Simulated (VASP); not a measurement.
Set up this calculation in VASP 6.6.1, as the native input.

| Item | Value |
| --- | --- |
| Task | electric field gradients |
| Functional | LDA |
| Potentials or basis | VASP PAW LDA potentials, release 64 (Li_sv, F) |
| Cutoff | 520 eV |
| k mesh | 10 × 10 × 10 |
| Occupations | fermi-dirac, width 0.03 eV |
| Spin | no spin polarisation |
| Dipole correction | no |
| Further INCAR settings | ALGO = Normal; EDIFF = 1e-08; NBANDS = 12 |

The structure of LiF lies in POSCAR:

```
LiF
1.0
    0.0000000000      2.0140000000      1.9535800000
    2.0140000000      0.0000000000      1.9535800000
    2.0140000000      2.0140000000      0.0000000000
Li F
1 1
Direct
    0.0000000000      0.0000000000      0.0000000000
    0.5000000000      0.5000000000      0.5000000000
```

This cell differs from its parent crystal: zz strain of -3 %.

These files were run (other wordings do the same):

INCAR

```
PREC = Accurate
ENCUT = 520
EDIFF = 1E-8
ISMEAR = -1
SIGMA = 0.03
LREAL = False
LASPH = True
NELM = 80
ALGO = Normal
ISIF = 2
LWAVE = False
LCHARG = False
LEFG = True
NBANDS = 12
```

KPOINTS

```
Automatic mesh
0
Gamma
  10 10 10
```

Potentials or basis: VASP PAW LDA potentials, release 64 (Li_sv, F).

Launch:

```console
$ cat potpaw_LDA.64/Li_sv/POTCAR potpaw_LDA.64/F/POTCAR > POTCAR
$ mpirun -np 1 vasp_std > vasp.out
```

Results of the run:

* Band gap on the k mesh: 9.09 eV, direct

Caveat: the cell differs from its parent crystal (zz strain of -3 %); without QUAD_EFG the Cq values of the log hold for a quadrupole moment of 1 mb, not for the nuclei.

Wall time 12 s on 1 thread of Intel(R) Xeon(R) Platinum 8259CL CPU @ 2.50GHz (Skylake/Cascade Lake), with other jobs on the host, peak memory 0.13 GiB.
